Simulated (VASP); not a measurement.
Runs of VASP 6.6.1 on Rh. The structure is that of space group Fd-3m (No. 227), or close to it. The cells are those of the table. This isn't the form of Rh at room conditions, which is fcc.

```tsv
spin	cell	k mesh	smearing	gap on the mesh (eV)	pressure (GPa)	moment (μB)
off	a = 3.965 Å, angles 60.0°, 2 atoms	11 × 11 × 11	fermi-dirac 0.1 eV	none	-8.7	-
off	a = 3.758 Å, angles 60.0°, 2 atoms	11 × 11 × 11	fermi-dirac 0.1 eV	none	15.5	-
off	a = 3.915 Å, angles 60.0°, 2 atoms	11 × 11 × 11	fermi-dirac 0.1 eV	none	(b)	-
collinear, ferromagnetic start	a = 4.011 Å, angles 60.0°, 2 atoms	11 × 11 × 11	fermi-dirac 0.05 eV	none	-12.0	(a)
collinear, ferromagnetic start	a = 3.862 Å, angles 60.0°, 2 atoms	16 × 16 × 16	fermi-dirac 0.05 eV	none	0.5	0.00
```

Alike in all rows: task single point; level r2SCAN; potentials or basis VASP PAW PBE potentials, release 64 (Rh_pv); cutoff (eV) 520.

Problem. Fill in the values left out.

Solution. (a) 0.01; (b) -4.7.

Caveats: the PAW data sets were made with another functional, which shifts forces and pressure a little; the cell stands under tension (at least some runs); the cell stands under pressure (at least some runs).

A k mesh can miss the band edges, and the runs leave out spin-orbit coupling on Rh.

A gap of «none» marks levels without a gap at the run's occupations.
